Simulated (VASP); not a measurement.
# Pt in VASP: further runs

Runs on Pt. Level: PBEsol. Tasks: single point.

Everything below comes from runs of VASP 6.6.1. Logs are shortened: lines on timing, memory, paths and dates and some standing lists are left out, and cuts for length are marked.

## 1. The cell of the first run

Symmetry: P2_1/m, No. 11, monoclinic system. Conventional cell: a = 2.761 Å, b = 4.792 Å, c = 2.761 Å, α = 90.00°, β = 120.00°, γ = 90.00°. Within 3.6 Å of Pt (site symmetry m) lie 12 Pt at 2.76 to 2.99 Å.

## 2. Single point, PBEsol (one atom moved)

INCAR reads:

```
SYSTEM = Pt
PREC = Accurate
ENCUT = 520
EDIFF = 1E-7
ISMEAR = 0
SIGMA = 0.1
LREAL = .False.
LASPH = .True.
NELM = 100
ALGO = Fast
ISIF = 2
LWAVE = .False.
LCHARG = .True.
GGA = PS
LELF = .True.
LVHAR = .True.
NBANDS = 17
```

KPOINTS reads:

```
Automatic mesh
0
Gamma
  15 15 8
  0 0 0
```

POSCAR reads:

```
Pt
1.0
    2.7606656158      0.0000000000      0.0000000000
   -1.3803328079      2.3908065546      0.0000000000
    0.0000000000      0.0000000000      4.7921340000
Pt
2
Direct
    0.6666666700      0.3333333300      0.7500000000
    0.4148354137      0.6666666700      0.2500000000
```

Potentials or basis: VASP PAW PBE potentials, release 64 (Pt).

Started as:

```
$ cat potpaw_PBE.64/Pt/POTCAR > POTCAR
$ mpirun -np 1 vasp_std > vasp.out
```

OUTCAR:

```text
SYSTEM = Pt
   PREC = Accurate
   ENCUT = 520
   EDIFF = 1E-7
   ISMEAR = 0
   LREAL = .False.
   LASPH = .True.
   NELM = 100
   ISIF = 2
   GGA = PS

 ion  position               nearest neighbor table
   1  0.667  0.333  0.750-   2 2.78   2 2.78   2 2.89   2 2.89   2 2.99   2 2.99
   2  0.415  0.667  0.250-   1 2.78   1 2.78   1 2.89   1 2.89   1 2.99   1 2.99

  LATTYP: Found a hexagonal cell.
 ALAT       =     2.7606656158
 C/A-ratio  =     1.7358618054

  Lattice vectors:

 A1 = (   2.7606656158,   0.0000000000,   0.0000000000)
 A2 = (  -1.3803328079,   2.3908065546,   0.0000000000)
 A3 = (   0.0000000000,   0.0000000000,   4.7921340000)

Analysis of symmetry for initial positions (statically):
=====================================================================
 Subroutine PRICEL returns:
 Original cell was already a primitive cell.

 Routine SETGRP: Setting up the symmetry group for a
 hexagonal supercell.

 Subroutine GETGRP returns: Found  4 space group operations
 (whereof  1 operations were pure point group operations)
 out of a pool of 24 trial point group operations.

The static configuration has the point symmetry C_1 .
 The point group associated with its full space group is C_2h.

Analysis of symmetry for dynamics (positions and initial velocities):
=====================================================================
 Subroutine PRICEL returns:
 Original cell was already a primitive cell.

 Routine SETGRP: Setting up the symmetry group for a
 hexagonal supercell.

 Subroutine GETGRP returns: Found  4 space group operations
 (whereof  1 operations were pure point group operations)
 out of a pool of 24 trial point group operations.

The dynamic configuration has the point symmetry C_1 .
 The point group associated with its full space group is C_2h.

 Subroutine INISYM returns: Found  4 space group operations
 (whereof  1 operations are pure point group operations),
 and found     1 'primitive' translations

----------------------------------------------------------------------------------------

                                     Primitive cell

  volume of cell :      31.6291

  direct lattice vectors                    reciprocal lattice vectors
     2.760665616  0.000000000  0.000000000     0.362231483  0.209134444  0.000000000
    -1.380332808  2.390806555  0.000000000     0.000000000  0.418268888  0.000000000
     0.000000000  0.000000000  4.792134000     0.000000000  0.000000000  0.208675300

  length of vectors
     2.760665616  2.760665616  4.792134000     0.418268888  0.418268888  0.208675300

  position of ions in fractional coordinates (direct lattice)
     0.666666670  0.333333330  0.750000000
     0.414835414  0.666666670  0.250000000

  ion indices of the primitive-cell ions
   primitive index   ion index
                 1           1
                 2           2

----------------------------------------------------------------------------------------

 KPOINTS: Automatic mesh

Automatic generation of k-mesh.
 Grid dimensions read from file:
 generate k-points for:   15   15    8

 Generating k-lattice:

  Cartesian coordinates                     Fractional coordinates (reciprocal lattice)
     0.024148766  0.013942296  0.000000000     0.066666667  0.000000000  0.000000000
     0.000000000  0.027884593  0.000000000     0.000000000  0.066666667  0.000000000
     0.000000000  0.000000000  0.026084412     0.000000000  0.000000000  0.125000000

  Length of vectors
     0.027884593  0.027884593  0.026084412

  Shift w.r.t. Gamma in fractional coordinates (k-lattice)
     0.000000000  0.000000000  0.000000000

 Subroutine IBZKPT returns following result:
 ===========================================

 Found    565 irreducible k-points:

 Following reciprocal coordinates:
            Coordinates               Weight
  0.000000  0.000000  0.000000      1.000000
  0.066667  0.000000  0.000000      2.000000
  0.000000  0.066667  0.000000      2.000000
 -0.066667  0.066667  0.000000      2.000000
  0.133333  0.000000  0.000000      2.000000
  0.000000  0.133333  0.000000      2.000000
[... 16 lines left out ...]
  0.066667  0.066667  0.000000      2.000000
 -0.066667  0.133333  0.000000      2.000000
 [... further k-points ...]
   k-points           NKPTS =    565   k-points in BZ     NKDIM =    565   number of bands    NBANDS=     17
   number of dos      NEDOS =    301   number of ions     NIONS =      2
   total plane-waves  NPLWV =  20736
   dimension x,y,z NGX =    24 NGY =   24 NGZ =   36
   dimension x,y,z NGXF=    48 NGYF=   48 NGZF=   72
   ions per type =               2
   NGX,Y,Z   is equivalent  to a cutoff of  14.45, 14.45, 12.49 a.u.
   NGXF,Y,Z  is equivalent  to a cutoff of  28.91, 28.91, 24.98 a.u.
 SYSTEM =  Pt
   PREC   = accura    normal or accurate (medium, high low for compatibility)
   ISTART =      0    job   : 0-new  1-cont  2-samecut
   ICHARG =      2    charge: 1-file 2-atom 10-const
   ISPIN  =      1    spin polarized calculation?
   LNONCOLLINEAR =      F non collinear calculations
   LSORBIT =      F    spin-orbit coupling
   LASPH  =      T    aspherical Exc in radial PAW
   ENCUT  =  520.0 eV  38.22 Ry    6.18 a.u.   5.13  5.13  8.91*2*pi/ulx,y,z
   NELM   =    100;   NELMIN=  2; NELMDL= -5     # of ELM steps
   EDIFF  = 0.1E-06   stopping-criterion for ELM
   LREAL  =      F    real-space projection
   EDIFFG = 0.1E-05   stopping-criterion for IOM
   NSW    =      0    number of steps for IOM
   IBRION =     -1    ionic relax: 0-MD 1-quasi-New 2-CG
   NFREE  =      0    steps in history (QN), initial steepest desc. (CG)
   ISIF   =      2    stress and relaxation
   ISYM   =      2    0-nonsym 1-usesym 2-fastsym
   POTIM  = 0.5000    time-step for ionic-motion
   TEBEG  =    0.0;   TEEND  =   0.0 temperature during run
   PSTRESS=    0.0 pullay stress
   NELECT =      20.0000    total number of electrons
   NUPDOWN=      -1.0000    fix difference up-down
   EMIN   =  10.00;   EMAX   =-10.00  energy-range for DOS
   EFERMI =   0.00;   METHOD = LEGACY
   ISMEAR =     0;   SIGMA  =   0.10  broadening in eV -4-tet -1-fermi 0-gaus
   EFERMI_NEDOS =   21; number of points for ismear=-14 and -15
   IALGO  =     68    algorithm
   IMIX   =      4    mixing-type and parameters
     AMIX     =   0.40;   BMIX     =  1.00
     AMIX_MAG =   1.60;   BMIX_MAG =  1.00
  volume/ion in A,a.u.               =      15.81       106.72
  Fermi-wavevector in a.u.,A,eV,Ry     =   1.405149  2.655347 26.863944  1.974444
  Thomas-Fermi vector in A             =   2.527639
   LORBIT       =      0    0 simple, 1 ext, 2 COOP (PROOUT), +10 PAW based schemes
   GGA     = PS    functional components
   LHFCALC =     F    Hartree Fock is set to
   AEXX    =    0.0000 exact exchange contribution
   IVDW    =     0    specifies the selected vdW correction
   LEPSILON=     F    determine dielectric tensor
   LRPA    =     F    only Hartree local field effects (RPA)
 non-spin polarized calculation
 RMM-DIIS sequential band-by-band and
 Gauss-broadening in eV      SIGMA  =   0.10
  energy-cutoff  :      520.00
  volume of cell :       31.63
 maximum number of plane-waves:       866
 NGX is ok and might be reduce to    24
   NGX = 11   NGY = 11   NGZ = 17

 number of electron      20.0000004 magnetization

 Free energy of the ion-electron system (eV)
  ---------------------------------------------------
  ext. energy  EPLUGINS =         0.00000000
  ---------------------------------------------------
  free energy    TOTEN  =       -13.76747050 eV

  energy without entropy =      -13.75165377  energy(sigma->0) =      -13.75956213

 E-fermi :  10.1778     XC(G=0): -13.3414

 val. band max:       10.1771561201   @ k =   0.1333   0.0000   0.1250
 cond. band min:      10.1795966903   @ k =  -0.4000   0.3333   0.5000
 fundamental gap:      0.0024405702
 Fermi energy:        10.1777644052

 k-point     1 :       0.0000    0.0000    0.0000
  band No.  band energies     occupation
      1       0.4325      2.00000
      2       3.1067      2.00000
      3       6.0737      2.00000
      4       6.6975      2.00000
      5       6.8613      2.00000
      6       7.0541      2.00000
[... 9 lines left out ...]
     16      27.1770      0.00000
     17      30.5581      0.00000

 k-point     2 :       0.0667    0.0000    0.0000
  band No.  band energies     occupation
      1       0.5918      2.00000
      2       3.2491      2.00000
      3       6.0978      2.00000
      4       6.7988      2.00000
      5       6.8454      2.00000
      6       6.9921      2.00000
[... 9 lines left out ...]
     16      27.2642      0.00000
     17      29.8975      0.00000

 k-point     3 :       0.0000    0.0667    0.0000
  band No.  band energies     occupation
      1       0.5938      2.00000
      2       3.2570      2.00000
      3       6.0934      2.00000
      4       6.6931      2.00000
      5       6.9400      2.00000
      6       7.0257      2.00000
[... 9 lines left out ...]
     16      27.3858      0.00000
     17      29.6009      0.00000

 k-point     4 :      -0.0667    0.0667    0.0000
  band No.  band energies     occupation
      1       0.5950      2.00000
      2       3.2616      2.00000
      3       6.0725      2.00000
      4       6.6547      2.00000
      5       6.9720      2.00000
      6       7.1711      2.00000
[... 9 lines left out ...]
     16      27.4439      0.00000
     17      29.8618      0.00000
[... 343 lines left out ...]
      1       3.8041      2.00000
      2       4.0964      2.00000
      3       4.8419      2.00000
      4       6.2389      2.00000
      5       6.8846      2.00000
      6       7.2266      2.00000
[... 9 lines left out ...]
     16      22.3330      0.00000
     17      22.6017      0.00000

 k-point    23 :       0.0667    0.0667    0.0000
  band No.  band energies     occupation
      1       0.9033      2.00000
      2       3.5224      2.00000
      3       6.0916      2.00000
      4       6.7097      2.00000
      5       6.9008      2.00000
      6       7.1375      2.00000
[... 9 lines left out ...]
     16      27.2197      0.00000
     17      28.7309      0.00000

 k-point    24 :      -0.0667    0.1333    0.0000
  band No.  band energies     occupation
      1       0.9126      2.00000
      2       3.5570      2.00000
      3       6.0441      2.00000
      4       6.6353      2.00000
      5       6.9869      2.00000
      6       7.2014      2.00000
[... 9 lines left out ...]
     16      27.7749      0.00000
     17      28.4358      0.00000

 [... further k-points ...]

------------------------ aborting loop because EDIFF is reached ----------------------------------------

  FORCE on cell =-STRESS in cart. coord.  units (eV):
  Direction    XX          YY          ZZ          XY          YZ          ZX
  --------------------------------------------------------------------------------------
  -------------------------------------------------------------------------------------
  Total       -2.1293571     -2.3666775     -1.9818456     -0.0289721      0.0000000      0.0000000
  in kB     -107.8628481   -119.8843452   -100.3906342     -1.4675870      0.0000000      0.0000000
  external PRESSURE =    -109.3792758 kB  Pullay stress =       0.0000000 kB

 VOLUME and BASIS-vectors are now :
 -----------------------------------------------------------------------------
  energy-cutoff  :      520.00
  volume of cell :       31.63
      direct lattice vectors                 reciprocal lattice vectors
     2.760665616  0.000000000  0.000000000     0.362231483  0.209134444  0.000000000
    -1.380332808  2.390806555  0.000000000     0.000000000  0.418268888  0.000000000
     0.000000000  0.000000000  4.792134000     0.000000000  0.000000000  0.208675300

 POSITION                                       TOTAL-FORCE (eV/Angst)
 -----------------------------------------------------------------------------------
      1.38033      0.79694      3.59410        -0.042855     -0.127328      0.000000
      0.22500      1.59387      1.19803         0.042855      0.127328     -0.000000
 -----------------------------------------------------------------------------------
    total drift:                               -0.000000     -0.000000     -0.000000

  FREE ENERGIE OF THE ION-ELECTRON SYSTEM (eV)
  ---------------------------------------------------
  free  energy   TOTEN  =       -13.7674704956 eV

  energy  without entropy=      -13.7516537671  energy(sigma->0) =      -13.75956213
```

It took 1.8 min on 1 thread of Intel Xeon 6975P-C (Granite Rapids), shared host; peak memory 0.35 GiB.

What came out:

| Item | Value |
| --- | --- |
| Free energy | -13.7675 eV |
| Pressure | -10.9 GPa |
| Largest force | 0.134 eV/Å |
| Band gap on the k mesh | zero (band 10 reaches 10.68 eV, above the bottom of band 11 at 9.48 eV) |

Forces on the atoms (eV/Å):
```
Pt  -0.043 -0.127  0.000
Pt   0.043  0.127  0.000
```

Levels at points of the mesh, in eV from the Fermi level:
| k point | band 7 | band 8 | band 9 | band 10 | band 11 | band 12 | band 13 | band 14 |
| --- | --- | --- | --- | --- | --- | --- | --- | --- |
| (0.00, 0.00, 0.00) | -2.91 | -2.16 | -1.30 | -0.77 | -0.66 | 0.12 | 4.69 | 15.08 |
| (0.00, 0.00, 0.50) | -3.33 | -3.33 | -0.93 | -0.93 | -0.69 | -0.69 | 11.84 | 11.84 |

Caveat: the cell differs from its parent crystal (one atom moved); the PAW data sets were made with another functional, which shifts forces and pressure a little; spin-orbit coupling is left out, which moves the levels of the heavy elements.

## 3. Single point, PBEsol (one atom moved)

INCAR reads:

```
SYSTEM = Pt
PREC = Accurate ; ENCUT = 520
EDIFF = 1E-6 ; ISMEAR = 0
SIGMA = 0.1 ; LREAL = .False.
LASPH = .True. ; NELM = 80
ALGO = Fast ; ISIF = 2
LWAVE = .False. ; LCHARG = .False.
GGA = PS ; NBANDS = 17
```

KPOINTS reads:

```
regular mesh
0
Gamma
  15 15 8
  0 0 0
```

POSCAR reads:

```
Pt
1.0
    2.7606656158      0.0000000000      0.0000000000
   -1.3803328079      2.3908065546      0.0000000000
    0.0000000000      0.0000000000      4.7921340000
Pt
2
Direct
    0.7901024991      0.3164352669      0.7332600674
    0.3333333300      0.6666666700      0.2500000000
```

Potentials or basis: VASP PAW PBE potentials, release 64 (Pt).

Started as:

```
$ cat potpaw_PBE.64/Pt/POTCAR > POTCAR
$ mpirun -np 1 vasp_std > vasp.out
```

OUTCAR:

```text
SYSTEM = Pt
   PREC = Accurate
   ENCUT = 520
   EDIFF = 1E-6
   ISMEAR = 0
   LREAL = .False.
   LASPH = .True.
   NELM = 80
   ISIF = 2
   GGA = PS

 ion  position               nearest neighbor table
   1  0.790  0.316  0.733-   2 2.66   2 2.80   2 2.81   2 2.95   2 3.02   2 3.14
   2  0.333  0.667  0.250-   1 2.66   1 2.80   1 2.81   1 2.95   1 3.02   1 3.14

  LATTYP: Found a hexagonal cell.
 ALAT       =     2.7606656158
 C/A-ratio  =     1.7358618054

  Lattice vectors:

 A1 = (   2.7606656158,   0.0000000000,   0.0000000000)
 A2 = (  -1.3803328079,   2.3908065546,   0.0000000000)
 A3 = (   0.0000000000,   0.0000000000,   4.7921340000)

Analysis of symmetry for initial positions (statically):
=====================================================================
 Subroutine PRICEL returns:
 Original cell was already a primitive cell.

 Routine SETGRP: Setting up the symmetry group for a
 hexagonal supercell.

 Subroutine GETGRP returns: Found  2 space group operations
 (whereof  1 operations were pure point group operations)
 out of a pool of 24 trial point group operations.

[... 160 lines left out ...]
  ext. energy  EPLUGINS =         0.00000000
  ---------------------------------------------------
  free energy    TOTEN  =       -13.74775172 eV

  energy without entropy =      -13.73280029  energy(sigma->0) =      -13.74027600

 E-fermi :  10.1952     XC(G=0): -13.3349

 val. band max:       10.1946283517   @ k =   0.1333   0.1333   0.5000
 cond. band min:      10.1959430824   @ k =   0.4667   0.1333  -0.1250
 fundamental gap:      0.0013147307
 Fermi energy:        10.1951722695

 k-point     1 :       0.0000    0.0000    0.0000
  band No.  band energies     occupation
      1       0.4268      2.00000
      2       3.1056      2.00000
      3       5.8661      2.00000
      4       6.6586      2.00000
      5       6.9357      2.00000
      6       7.0632      2.00000
[... 457 lines left out ...]
      4       6.6304      2.00000
      5       6.9465      2.00000
      6       7.1641      2.00000
[... 9 lines left out ...]
     16      26.8103      0.00000
     17      28.5546      0.00000

 [... further k-points ...]
[... 5 lines left out ...]
  --------------------------------------------------------------------------------------
  -------------------------------------------------------------------------------------
  Total       -1.9190028     -2.2820479     -1.4495066      0.0265134     -0.1634238     -0.2714518
  in kB      -97.2073266   -115.5974193    -73.4249360      1.3430389     -8.2782539    -13.7504268
  external PRESSURE =     -95.4098940 kB  Pullay stress =       0.0000000 kB

 VOLUME and BASIS-vectors are now :
 -----------------------------------------------------------------------------
  energy-cutoff  :      520.00
  volume of cell :       31.63
      direct lattice vectors                 reciprocal lattice vectors
     2.760665616  0.000000000  0.000000000     0.362231483  0.209134444  0.000000000
    -1.380332808  2.390806555  0.000000000     0.000000000  0.418268888  0.000000000
     0.000000000  0.000000000  4.792134000     0.000000000  0.000000000  0.208675300

 POSITION                                       TOTAL-FORCE (eV/Angst)
 -----------------------------------------------------------------------------------
      1.74442      0.75654      3.51388         0.004444     -0.275065      0.807323
     -0.00000      1.59387      1.19803        -0.004444      0.275065     -0.807323
 -----------------------------------------------------------------------------------
    total drift:                               -0.000001      0.000001     -0.000008

  FREE ENERGIE OF THE ION-ELECTRON SYSTEM (eV)
  ---------------------------------------------------
  free  energy   TOTEN  =       -13.7477517185 eV

  energy  without entropy=      -13.7328002858  energy(sigma->0) =      -13.74027600
```

stdout:

```text
POSCAR found type information on POSCAR Pt
 POSCAR found :  1 types and       2 ions
 scaLAPACK will be used
 -----------------------------------------------------------------------------
|                                                                             |
|                                                                             |
|     You enforced a specific xc type in the INCAR file but a different       |
|     I HOPE YOU KNOW WHAT YOU ARE DOING!                                     |
|                                                                             |
 -----------------------------------------------------------------------------

 LDA part: xc-table for (Slater+PW92), standard interpolation
 POSCAR, INCAR and KPOINTS ok, starting setup
 FFT: planning ... GRIDC
 FFT: planning ... GRID_SOFT
 FFT: planning ... GRID
 WAVECAR not read
 entering main loop
```

Run time: 2.8 min. Hardware: 1 thread of Intel Xeon 6975P-C (Granite Rapids), shared host; peak memory 0.48 GiB.

What came out:

```
Free energy            : -13.7478 eV
Pressure               : -9.5 GPa
Largest force          : 0.853 eV/Å
Band gap on the k mesh : zero (band 10 reaches 10.68 eV, above the bottom of band 11 at 9.27 eV)
```

Forces in eV/Å, atoms in the order of the input:
```
Pt   0.004 -0.275  0.807
Pt  -0.004  0.275 -0.807
```

Caveat: the cell differs from its parent crystal (one atom moved); the PAW data sets were made with another functional, which shifts forces and pressure a little; spin-orbit coupling is left out, which moves the levels of the heavy elements.
